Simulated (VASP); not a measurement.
# NaI (I4mm) in VASP: further runs, part 2 of 2

VASP 6.6.1. The steps go on from the part before.

### 3 Electric field gradients, PBE (atom 2 (I) moved by [0.0, 0.0, 0.2] A)

File INCAR:

```
SYSTEM = NaI
  ALGO = Normal
  EDIFF = 1E-8
  ENCUT = 520
  GGA = PE
  ISIF = 2
  ISMEAR = -1
  LASPH = .True.
  LCHARG = .False.
  LEFG = .True.
  LREAL = .False.
  LWAVE = .False.
  NBANDS = 14
  NELM = 80
  PREC = Accurate
  SIGMA = 0.02
```

File KPOINTS:

```
k-points
0
Gamma
  8 8 8
  0 0 0
```

File POSCAR:

```
NaI
1.0
    0.0000000000      3.2364000000      3.2364000000
    3.2364000000      0.0000000000      3.2364000000
    3.2364000000      3.2364000000      0.0000000000
Na I
1 1
Direct
    0.0000000000      0.0000000000      0.0000000000
    0.5308985292      0.5308985292      0.4691014708
```

Potentials or basis: VASP PAW PBE potentials, release 64 (Na_pv, I).

Run with:

```
$ cat potpaw_PBE.64/Na_pv/POTCAR potpaw_PBE.64/I/POTCAR > POTCAR
$ mpirun -np 1 vasp_std > vasp.out
```

OUTCAR:

```text
SYSTEM = NaI
   EDIFF = 1E-8
   ENCUT = 520
   GGA = PE
   ISIF = 2
   ISMEAR = -1
   LASPH = .True.
   LREAL = .False.
   NELM = 80
   PREC = Accurate

 ion  position               nearest neighbor table
   1  0.000  0.000  0.000-   2 3.04
   2  0.531  0.531  0.469-   1 3.04

  LATTYP: Found a face centered cubic cell.
 ALAT       =     6.4728000000

  Lattice vectors:

 A1 = (   0.0000000000,   3.2364000000,   3.2364000000)
 A2 = (   3.2364000000,   0.0000000000,   3.2364000000)
 A3 = (   3.2364000000,   3.2364000000,   0.0000000000)

Analysis of symmetry for initial positions (statically):
=====================================================================
 Subroutine PRICEL returns:
 Original cell was already a primitive cell.

 Routine SETGRP: Setting up the symmetry group for a
 face centered cubic supercell.

 Subroutine GETGRP returns: Found  8 space group operations
 (whereof  8 operations were pure point group operations)
 out of a pool of 48 trial point group operations.

The static configuration has the point symmetry C_4v.

Analysis of symmetry for dynamics (positions and initial velocities):
=====================================================================
 Subroutine PRICEL returns:
 Original cell was already a primitive cell.

 Routine SETGRP: Setting up the symmetry group for a
 face centered cubic supercell.

 Subroutine GETGRP returns: Found  8 space group operations
 (whereof  8 operations were pure point group operations)
 out of a pool of 48 trial point group operations.

The dynamic configuration has the point symmetry C_4v.

 Subroutine INISYM returns: Found  8 space group operations
 (whereof  8 operations are pure point group operations),
 and found     1 'primitive' translations

----------------------------------------------------------------------------------------

                                     Primitive cell

  volume of cell :      67.7980

  direct lattice vectors                    reciprocal lattice vectors
     0.000000000  3.236400000  3.236400000    -0.154492646  0.154492646  0.154492646
     3.236400000  0.000000000  3.236400000     0.154492646 -0.154492646  0.154492646
     3.236400000  3.236400000  0.000000000     0.154492646  0.154492646 -0.154492646

  length of vectors
     4.576960773  4.576960773  4.576960773     0.267589113  0.267589113  0.267589113

  position of ions in fractional coordinates (direct lattice)
     0.000000000  0.000000000  0.000000000
     0.530898529  0.530898529  0.469101471

  ion indices of the primitive-cell ions
   primitive index   ion index
                 1           1
                 2           2

----------------------------------------------------------------------------------------

 KPOINTS: k-points

Automatic generation of k-mesh.
 Grid dimensions read from file:
 generate k-points for:    8    8    8

 Generating k-lattice:

  Cartesian coordinates                     Fractional coordinates (reciprocal lattice)
    -0.019311581  0.019311581  0.019311581     0.125000000  0.000000000  0.000000000
     0.019311581 -0.019311581  0.019311581     0.000000000  0.125000000  0.000000000
     0.019311581  0.019311581 -0.019311581     0.000000000  0.000000000  0.125000000
[... 74 lines left out ...]
   IALGO  =     38    algorithm
   IMIX   =      4    mixing-type and parameters
     AMIX     =   0.40;   BMIX     =  1.00
     AMIX_MAG =   1.60;   BMIX_MAG =  1.00
  volume/ion in A,a.u.               =      33.90       228.76
  Fermi-wavevector in a.u.,A,eV,Ry     =   0.967636  1.828567 12.739397  0.936319
  Thomas-Fermi vector in A             =   2.097538
   LORBIT       =      0    0 simple, 1 ext, 2 COOP (PROOUT), +10 PAW based schemes
   GGA     = PE    functional components
   LHFCALC =     F    Hartree Fock is set to
   AEXX    =    0.0000 exact exchange contribution
   IVDW    =     0    specifies the selected vdW correction
   LEPSILON=     F    determine dielectric tensor
   LRPA    =     F    only Hartree local field effects (RPA)
 non-spin polarized calculation
  energy-cutoff  :      520.00
  volume of cell :       67.80
 maximum number of plane-waves:      1850
 NGX is ok and might be reduce to    36
   NGX = 17   NGY = 17   NGZ = 17

 number of electron      13.9999993 magnetization

 Free energy of the ion-electron system (eV)
  ---------------------------------------------------
  ext. energy  EPLUGINS =         0.00000000
  ---------------------------------------------------
  free energy    TOTEN  =        -5.36574847 eV

  energy without entropy =       -5.36574847  energy(sigma->0) =       -5.36574847

 E-fermi :   1.2670     XC(G=0):  -7.6990

 val. band max:        0.8041161992   @ k =   0.0000   0.0000   0.0000
 cond. band min:       4.4520417835   @ k =   0.0000   0.0000   0.0000
 fundamental gap:      3.6479255843
 Fermi energy:         1.2670082331

 k-point     1 :       0.0000    0.0000    0.0000
  band No.  band energies     occupation
      1     -21.6234      2.00000
      2     -21.6217      2.00000
      3     -21.6217      2.00000
      4     -10.2154      2.00000
      5       0.7891      2.00000
      6       0.8041      2.00000
      7       0.8041      2.00000
      8       4.4520      0.00000
      9       8.7336      0.00000
     10       8.7336      0.00000
     11       8.7505      0.00000
     12      10.5611      0.00000
     13      10.5995      0.00000
     14      11.2216      0.00000
[... 377 lines left out ...]
      1     -21.6271      2.00000
      2     -21.6238      2.00000
      3     -21.6228      2.00000
      4      -9.8644      2.00000
      5      -1.0089      2.00000
      6      -0.1199      2.00000
      7       0.2788      2.00000
      8       6.2862      0.00000
      9       7.5162      0.00000
     10       8.6575      0.00000
     11       9.5080      0.00000
     12      11.5297      0.00000
     13      13.1228      0.00000
     14      13.6194      0.00000

 [... further k-points ...]
[... 5 lines left out ...]
  --------------------------------------------------------------------------------------
  -------------------------------------------------------------------------------------
  Total        0.1648603      0.1648603      0.4932896      0.0000000      0.0000000      0.0000000
  in kB        3.8959208      3.8959208     11.6572463      0.0000000      0.0000000      0.0000000
  external PRESSURE =       6.4830293 kB  Pullay stress =       0.0000000 kB

 VOLUME and BASIS-vectors are now :
 -----------------------------------------------------------------------------
  energy-cutoff  :      520.00
  volume of cell :       67.80
      direct lattice vectors                 reciprocal lattice vectors
     0.000000000  3.236400000  3.236400000    -0.154492646  0.154492646  0.154492646
     3.236400000  0.000000000  3.236400000     0.154492646 -0.154492646  0.154492646
     3.236400000  3.236400000  0.000000000     0.154492646  0.154492646 -0.154492646

 POSITION                                       TOTAL-FORCE (eV/Angst)
 -----------------------------------------------------------------------------------
      0.00000      0.00000      0.00000         0.000000      0.000000      0.207572
      3.23640      3.23640      3.43640         0.000000      0.000000     -0.207572
 -----------------------------------------------------------------------------------
    total drift:                               -0.000000     -0.000000     -0.000128

  FREE ENERGIE OF THE ION-ELECTRON SYSTEM (eV)
  ---------------------------------------------------
  free  energy   TOTEN  =        -5.3657484710 eV

  energy  without entropy=       -5.3657484710  energy(sigma->0) =       -5.36574847

 Electric field gradients (V/A^2)
---------------------------------------------------------------------
 ion       V_xx      V_yy      V_zz      V_xy      V_xz      V_yz
---------------------------------------------------------------------
   1       0.606     0.606    -1.212     0.003     0.003     0.003
   2       2.536     2.536    -5.072    -0.000    -0.000    -0.000
---------------------------------------------------------------------

 Electric field gradients after diagonalization (V/A^2)
 (convention: |V_zz| > |V_xx| > |V_yy|)
----------------------------------------------------------------------
 ion       V_xx      V_yy      V_zz     asymmetry (V_yy - V_xx)/ V_zz
----------------------------------------------------------------------
   1       0.609     0.603    -1.212       0.006
   2       2.536     2.536    -5.072       0.000
----------------------------------------------------------------------

           NMR quadrupolar parameters

 Cq : quadrupolar parameter    Cq=e*Q*V_zz/h
 eta: asymmetry parameters     (V_yy - V_xx)/ V_zz
 Q  : nuclear electric quadrupole moment in mb (millibarn)
----------------------------------------------------------------------
 ion       Cq(MHz)       eta       Q (mb)
----------------------------------------------------------------------
   1      -0.003       0.006       1.000
   2      -0.012       0.000       1.000
----------------------------------------------------------------------
```

OSZICAR:

```text
N       E                     dE             d eps       ncg     rms          rms(c)
DAV:   1     0.828866647320E+02    0.82887E+02   -0.65724E+03  1652   0.902E+02
DAV:   2     0.118254032366E+01   -0.81704E+02   -0.75661E+02  1724   0.219E+02
DAV:   3    -0.527350702650E+01   -0.64560E+01   -0.64175E+01  2222   0.599E+01
DAV:   4    -0.543147079933E+01   -0.15796E+00   -0.15793E+00  2042   0.967E+00
DAV:   5    -0.543532957607E+01   -0.38588E-02   -0.38587E-02  2306   0.146E+00    0.164E+00
DAV:   6    -0.537256171985E+01    0.62768E-01   -0.72391E-02  2024   0.155E+00    0.111E+00
DAV:   7    -0.536362010058E+01    0.89416E-02   -0.66852E-02  2138   0.133E+00    0.617E-01
DAV:   8    -0.536577195788E+01   -0.21519E-02   -0.54905E-03  1934   0.576E-01    0.182E-01
DAV:   9    -0.536573115890E+01    0.40799E-04   -0.21839E-04  2000   0.128E-01    0.410E-02
DAV:  10    -0.536574736561E+01   -0.16207E-04   -0.40077E-05  2024   0.631E-02    0.138E-02
DAV:  11    -0.536574812531E+01   -0.75969E-06   -0.53810E-06  2096   0.224E-02    0.255E-03
DAV:  12    -0.536574845228E+01   -0.32697E-06   -0.60054E-07  1988   0.504E-03    0.100E-03
DAV:  13    -0.536574847478E+01   -0.22504E-07   -0.16856E-08  2144   0.123E-03    0.372E-04
DAV:  14    -0.536574847103E+01    0.37485E-08   -0.13467E-08  1988   0.677E-04
   1 F= -.53657485E+01 E0= -.53657485E+01  d E =-.778685E-12
```

stdout:

```text
POSCAR found type information on POSCAR NaI
 POSCAR found :  2 types and       2 ions
 scaLAPACK will be used
 LDA part: xc-table for (Slater+PW92), standard interpolation
 POSCAR, INCAR and KPOINTS ok, starting setup
 FFT: planning ... GRIDC
 FFT: planning ... GRID_SOFT
 FFT: planning ... GRID
 WAVECAR not read
 entering main loop
ion   1

ion   2
```

Run time: 38 s. Hardware: 1 thread of AMD EPYC 9R14 (Zen 4), shared host; peak memory 0.2 GiB.

Results:

* Free energy: -5.3657 eV
* Pressure: 0.6 GPa
* Largest force: 0.208 eV/Å
* Band gap on the k mesh: 3.65 eV, direct

Forces in eV/Å, atoms in the order of the input:
```
Na   0.000  0.000  0.208
I    0.000  0.000 -0.208
```

Electric field gradients, principal values (V/Å²):
| atom | least | middle | greatest (by size) |
| --- | --- | --- | --- |
| 1 Na | 0.603 | 0.609 | -1.212 |
| 2 I | 2.536 | 2.536 | -5.072 |

Caveat: the cell differs from its parent crystal (atom 2 (I) moved by [0.0, 0.0, 0.2] A); without QUAD_EFG the Cq values of the log hold for a quadrupole moment of 1 mb, not for the nuclei; spin-orbit coupling is left out, which moves the levels of the heavy elements.
